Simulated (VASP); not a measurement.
# NbH (I4/mmm) in VASP: further runs

NbH is run at these levels: PBEsol; tasks: single point.

Program: VASP 6.6.1. These are calculated values, not measurements. Logs are shortened: lines on timing, memory, paths and dates and some standing lists are left out, and cuts for length are marked.

### Step 1. The cell of the first run

It takes space group I4/mmm (No. 139, tetragonal). Conventional cell: a = 3.126 Å, b = 3.126 Å, c = 3.860 Å, α = 90.00°, β = 90.00°, γ = 90.00°. Within 2.6 Å of Nb (site symmetry 4/mmm) lie 6 H at 1.93 to 2.21 Å. H (site symmetry 4/mmm) has 6 Nb at 1.93 to 2.21 Å within 2.6 Å.

### Step 2. Single point, PBEsol

Input file INCAR:

```
PREC     = Accurate       # precision mode
ENCUT    = 520            # plane-wave cutoff, eV
EDIFF    = 1E-6           # SCF threshold, eV
ISMEAR   = -1             # smearing method
SIGMA    = 0.1            # smearing width, eV
LREAL    = F              # projectors in reciprocal space
LASPH    = T              # aspherical terms in the spheres
NELM     = 100            # most SCF steps
ALGO     = Normal         # electronic algorithm
ISIF     = 2              # what is computed and relaxed
LWAVE    = F              # write WAVECAR
LCHARG   = F              # write CHGCAR
GGA      = PS             # functional
NBANDS   = 14             # bands
```

Input file KPOINTS:

```
Automatic mesh
0
Gamma
  13 13 13
```

Input file POSCAR:

```
NbH
1.0
   -1.5629152305      1.5629152305      1.9299089805
    1.5629152305     -1.5629152305      1.9299089805
    1.5629152305      1.5629152305     -1.9299089805
Nb H
1 1
Direct
    0.0000000000      0.0000000000      0.0000000000
    0.5000000000      0.5000000000      0.0000000000
```

Potentials or basis: VASP PAW PBE potentials, release 64 (Nb_sv, H).

Launch:

```sh
$ cat potpaw_PBE.64/Nb_sv/POTCAR potpaw_PBE.64/H/POTCAR > POTCAR
$ mpirun -np 1 vasp_std > vasp.out
```

OUTCAR:

```text
PREC = Accurate
   ENCUT = 520
   EDIFF = 1E-6
   ISMEAR = -1
   LREAL = F
   LASPH = T
   NELM = 100
   ISIF = 2
   GGA = PS

 ion  position               nearest neighbor table
   1  0.000  0.000  0.000-   2 1.93   2 1.93
   2  0.500  0.500  0.000-   1 1.93   1 1.93

  LATTYP: Found a body centered tetragonal cell.
 ALAT       =     3.1258304610
 C/A-ratio  =     1.2348135989

  Lattice vectors:

 A1 = (  -1.5629152305,   1.5629152305,   1.9299089805)
 A2 = (   1.5629152305,  -1.5629152305,   1.9299089805)
 A3 = (   1.5629152305,   1.5629152305,  -1.9299089805)

Analysis of symmetry for initial positions (statically):
=====================================================================
 Subroutine PRICEL returns:
 Original cell was already a primitive cell.

 Routine SETGRP: Setting up the symmetry group for a
 body centered tetragonal supercell.

 Subroutine GETGRP returns: Found 16 space group operations
 (whereof 16 operations were pure point group operations)
 out of a pool of 16 trial point group operations.

The static configuration has the point symmetry D_4h.

Analysis of symmetry for dynamics (positions and initial velocities):
=====================================================================
 Subroutine PRICEL returns:
 Original cell was already a primitive cell.

 Routine SETGRP: Setting up the symmetry group for a
 body centered tetragonal supercell.

 Subroutine GETGRP returns: Found 16 space group operations
 (whereof 16 operations were pure point group operations)
 out of a pool of 16 trial point group operations.

The dynamic configuration has the point symmetry D_4h.

 Subroutine INISYM returns: Found 16 space group operations
 (whereof 16 operations are pure point group operations),
 and found     1 'primitive' translations

----------------------------------------------------------------------------------------

                                     Primitive cell

  volume of cell :      18.8568

  direct lattice vectors                    reciprocal lattice vectors
    -1.562915231  1.562915231  1.929908981     0.000000000  0.319914983  0.259079576
     1.562915231 -1.562915231  1.929908981     0.319914983  0.000000000  0.259079576
     1.562915231  1.562915231 -1.929908981     0.319914983  0.319914983  0.000000000

  length of vectors
     2.934272773  2.934272773  2.934272773     0.411664698  0.411664698  0.452428108

  position of ions in fractional coordinates (direct lattice)
     0.000000000  0.000000000  0.000000000
     0.500000000  0.500000000  0.000000000

  ion indices of the primitive-cell ions
   primitive index   ion index
                 1           1
                 2           2

----------------------------------------------------------------------------------------

 KPOINTS: Automatic mesh

Automatic generation of k-mesh.
 Grid dimensions read from file:
 generate k-points for:   13   13   13

 Generating k-lattice:

  Cartesian coordinates                     Fractional coordinates (reciprocal lattice)
     0.000000000  0.024608845  0.019929198     0.076923077 -0.000000000  0.000000000
     0.024608845  0.000000000  0.019929198    -0.000000000  0.076923077  0.000000000
     0.024608845  0.024608845  0.000000000     0.000000000  0.000000000  0.076923077

  Length of vectors
     0.031666515  0.031666515  0.034802162

  Shift w.r.t. Gamma in fractional coordinates (k-lattice)
     0.000000000  0.000000000  0.000000000

 Subroutine IBZKPT returns following result:
 ===========================================

 Found    196 irreducible k-points:

 Following reciprocal coordinates:
            Coordinates               Weight
  0.000000  0.000000  0.000000      1.000000
  0.076923  0.000000  0.000000      8.000000
  0.153846  0.000000  0.000000      8.000000
  0.230769 -0.000000  0.000000      8.000000
  0.307692  0.000000  0.000000      8.000000
  0.384615  0.000000  0.000000      8.000000
[... 16 lines left out ...]
  0.384615  0.153846  0.000000     16.000000
  0.461538  0.153846  0.000000     16.000000
 [... further k-points ...]
   k-points           NKPTS =    196   k-points in BZ     NKDIM =    196   number of bands    NBANDS=     14
   number of dos      NEDOS =    301   number of ions     NIONS =      2
   total plane-waves  NPLWV =  13824
   dimension x,y,z NGX =    24 NGY =   24 NGZ =   24
   dimension x,y,z NGXF=    48 NGYF=   48 NGZF=   48
   ions per type =               1   1
   NGX,Y,Z   is equivalent  to a cutoff of  13.60, 13.60, 13.60 a.u.
   NGXF,Y,Z  is equivalent  to a cutoff of  27.20, 27.20, 27.20 a.u.
 SYSTEM =  unknown system
   PREC   = accura    normal or accurate (medium, high low for compatibility)
   ISTART =      0    job   : 0-new  1-cont  2-samecut
   ICHARG =      2    charge: 1-file 2-atom 10-const
   ISPIN  =      1    spin polarized calculation?
   LNONCOLLINEAR =      F non collinear calculations
   LSORBIT =      F    spin-orbit coupling
   LASPH  =      T    aspherical Exc in radial PAW
   ENCUT  =  520.0 eV  38.22 Ry    6.18 a.u.   5.46  5.46  5.46*2*pi/ulx,y,z
   NELM   =    100;   NELMIN=  2; NELMDL= -5     # of ELM steps
   EDIFF  = 0.1E-05   stopping-criterion for ELM
   LREAL  =      F    real-space projection
   EDIFFG = 0.1E-04   stopping-criterion for IOM
   NSW    =      0    number of steps for IOM
   IBRION =     -1    ionic relax: 0-MD 1-quasi-New 2-CG
   NFREE  =      0    steps in history (QN), initial steepest desc. (CG)
   ISIF   =      2    stress and relaxation
   ISYM   =      2    0-nonsym 1-usesym 2-fastsym
   POTIM  = 0.5000    time-step for ionic-motion
   TEBEG  =    0.0;   TEEND  =   0.0 temperature during run
   PSTRESS=    0.0 pullay stress
   NELECT =      14.0000    total number of electrons
   NUPDOWN=      -1.0000    fix difference up-down
   EMIN   =  10.00;   EMAX   =-10.00  energy-range for DOS
   EFERMI =   0.00;   METHOD = LEGACY
   ISMEAR =    -1;   SIGMA  =   0.10  broadening in eV -4-tet -1-fermi 0-gaus
   EFERMI_NEDOS =   21; number of points for ismear=-14 and -15
   IALGO  =     38    algorithm
   IMIX   =      4    mixing-type and parameters
     AMIX     =   0.40;   BMIX     =  1.00
     AMIX_MAG =   1.60;   BMIX_MAG =  1.00
  volume/ion in A,a.u.               =       9.43        63.63
  Fermi-wavevector in a.u.,A,eV,Ry     =   1.482387  2.801305 29.898414  2.197471
  Thomas-Fermi vector in A             =   2.596179
   LORBIT       =      0    0 simple, 1 ext, 2 COOP (PROOUT), +10 PAW based schemes
   GGA     = PS    functional components
   LHFCALC =     F    Hartree Fock is set to
   AEXX    =    0.0000 exact exchange contribution
   IVDW    =     0    specifies the selected vdW correction
   LEPSILON=     F    determine dielectric tensor
   LRPA    =     F    only Hartree local field effects (RPA)
 non-spin polarized calculation
  energy-cutoff  :      520.00
  volume of cell :       18.86
 maximum number of plane-waves:       522
 NGX is ok and might be reduce to    24
   NGX = 11   NGY = 11   NGZ = 11

 number of electron      14.0000002 magnetization

 Free energy of the ion-electron system (eV)
  ---------------------------------------------------
  ext. energy  EPLUGINS =         0.00000000
  ---------------------------------------------------
  free energy    TOTEN  =       -14.63544969 eV

  energy without entropy =      -14.60288904  energy(sigma->0) =      -14.61916936

 E-fermi :  12.0585     XC(G=0): -12.9478

 val. band max:       12.0580521557   @ k =  -0.0769   0.3077   0.0769
 cond. band min:      12.0700788010   @ k =  -0.1538   0.1538   0.0769
 fundamental gap:      0.0120266453
 Fermi energy:        12.0585398773

 k-point     1 :       0.0000    0.0000    0.0000
  band No.  band energies     occupation
      1     -42.8817      2.00000
      2     -18.3752      2.00000
      3     -18.3118      2.00000
      4     -18.3118      2.00000
      5       2.0576      2.00000
      6      11.2598      1.99932
      7      11.2598      1.99932
      8      12.7487      0.00201
      9      13.0781      0.00007
     10      14.0901      0.00000
     11      22.7623      0.00000
     12      23.5386      0.00000
     13      24.6701      0.00000
     14      24.6701      0.00000

 k-point     2 :       0.0769    0.0000    0.0000
  band No.  band energies     occupation
      1     -42.8700      2.00000
      2     -18.4328      2.00000
      3     -18.3383      2.00000
      4     -18.3275      2.00000
      5       2.2634      2.00000
      6      11.2029      1.99962
      7      11.3375      1.99852
      8      12.6874      0.00371
      9      13.0297      0.00012
     10      13.9665      0.00000
     11      21.7647      0.00000
     12      23.9769      0.00000
     13      25.0875      0.00000
     14      25.4977      0.00000

 k-point     3 :       0.1538    0.0000    0.0000
  band No.  band energies     occupation
      1     -42.8374      2.00000
      2     -18.6450      2.00000
      3     -18.3709      2.00000
      4     -18.3549      2.00000
      5       2.8465      2.00000
      6      10.8826      1.99998
      7      11.3904      1.99749
      8      12.6180      0.00741
      9      13.1261      0.00005
     10      13.8223      0.00000
     11      20.2411      0.00000
     12      25.0987      0.00000
     13      26.2538      0.00000
     14      27.0302      0.00000

 k-point     4 :       0.2308   -0.0000    0.0000
  band No.  band energies     occupation
      1     -42.7910      2.00000
      2     -18.9443      2.00000
      3     -18.4313      2.00000
      4     -18.3680      2.00000
      5       3.7140      2.00000
      6      10.2090      2.00000
      7      11.1529      1.99977
      8      12.5899      0.00980
      9      13.7419      0.00000
     10      13.9885      0.00000
     11      19.0237      0.00000
     12      26.3204      0.00000
     13      27.9807      0.00000
     14      28.6139      0.00000

 k-point     5 :       0.3077    0.0000    0.0000
  band No.  band energies     occupation
      1     -42.7413      2.00000
      2     -19.2516      2.00000
      3     -18.4947      2.00000
      4     -18.3807      2.00000
      5       4.7395      2.00000
      6       9.3854      2.00000
      7      10.7786      1.99999
      8      12.4446      0.04126
      9      14.4981      0.00000
     10      14.7610      0.00000
     11      18.4446      0.00000
[... 276 lines left out ...]
 k-point    22 :       0.3077    0.1538   -0.0000
  band No.  band energies     occupation
      1     -42.6879      2.00000
      2     -19.4152      2.00000
      3     -18.6902      2.00000
      4     -18.4294      2.00000
      5       5.7942      2.00000
      6       8.9144      2.00000
      7      10.3238      2.00000
      8      12.3688      0.08598
      9      14.3414      0.00000
     10      16.3465      0.00000
     11      19.4565      0.00000
     12      24.5144      0.00000
     13      26.9514      0.00000
     14      29.2178      0.00000

 k-point    23 :       0.3846    0.1538    0.0000
  band No.  band energies     occupation
      1     -42.6634      2.00000
      2     -19.5298      2.00000
      3     -18.7279      2.00000
      4     -18.4573      2.00000
      5       6.3436      2.00000
      6       8.2090      2.00000
      7      10.4546      2.00000
      8      12.2731      0.20941
      9      15.1147      0.00000
     10      16.7978      0.00000
     11      20.2182      0.00000
     12      22.5198      0.00000
     13      26.6293      0.00000
     14      29.7661      0.00000

 k-point    24 :       0.4615    0.1538    0.0000
  band No.  band energies     occupation
      1     -42.6593      2.00000
      2     -19.5451      2.00000
      3     -18.7198      2.00000
      4     -18.4793      2.00000
      5       6.2477      2.00000
      6       8.0650      2.00000
      7      10.5565      2.00000
      8      12.3971      0.06552
      9      15.6778      0.00000
     10      16.6863      0.00000
     11      20.9329      0.00000
     12      21.2062      0.00000
     13      27.1840      0.00000
     14      28.8302      0.00000

 [... further k-points ...]
[... 5 lines left out ...]
  --------------------------------------------------------------------------------------
  -------------------------------------------------------------------------------------
  Total        1.0225590      1.0225590      1.1749941      0.0000000     -0.0000000      0.0000000
  in kB       86.8822963     86.8822963     99.8340325      0.0000000     -0.0000000      0.0000000
  external PRESSURE =      91.1995417 kB  Pullay stress =       0.0000000 kB

 VOLUME and BASIS-vectors are now :
 -----------------------------------------------------------------------------
  energy-cutoff  :      520.00
  volume of cell :       18.86
      direct lattice vectors                 reciprocal lattice vectors
    -1.562915231  1.562915231  1.929908981     0.000000000  0.319914983  0.259079576
     1.562915231 -1.562915231  1.929908981     0.319914983  0.000000000  0.259079576
     1.562915231  1.562915231 -1.929908981     0.319914983  0.319914983  0.000000000

 POSITION                                       TOTAL-FORCE (eV/Angst)
 -----------------------------------------------------------------------------------
      0.00000      0.00000      0.00000         0.000000     -0.000000     -0.000000
      0.00000      0.00000      1.92991        -0.000000      0.000000      0.000000
 -----------------------------------------------------------------------------------
    total drift:                               -0.000000      0.000000     -0.000000

  FREE ENERGIE OF THE ION-ELECTRON SYSTEM (eV)
  ---------------------------------------------------
  free  energy   TOTEN  =       -14.6354496910 eV

  energy  without entropy=      -14.6028890351  energy(sigma->0) =      -14.61916936
```

Wall time 40 s (1 thread of Intel Xeon Platinum 8488C (Sapphire Rapids), shared host); peak memory 0.18 GiB.

What came out:

```
Free energy            : -14.6354 eV
Pressure               : 9.1 GPa
Band gap on the k mesh : zero (band 7 reaches 15.97 eV, above the bottom of band 8 at 11.51 eV)
```

Stress tensor (GPa, compression positive):
```
8.69 0.00 0.00
0.00 8.69 0.00
0.00 0.00 9.98
```

Levels at points of the mesh, in eV from the Fermi level:
| k point | band 4 | band 5 | band 6 | band 7 | band 8 | band 9 | band 10 | band 11 |
| --- | --- | --- | --- | --- | --- | --- | --- | --- |
| (0.00, 0.00, 0.00) | -30.37 | -10.00 | -0.80 | -0.80 | 0.69 | 1.02 | 2.03 | 10.70 |

Caveat: the PAW data sets were made with another functional, which shifts forces and pressure a little.

(Continued in part 2 of 2.)
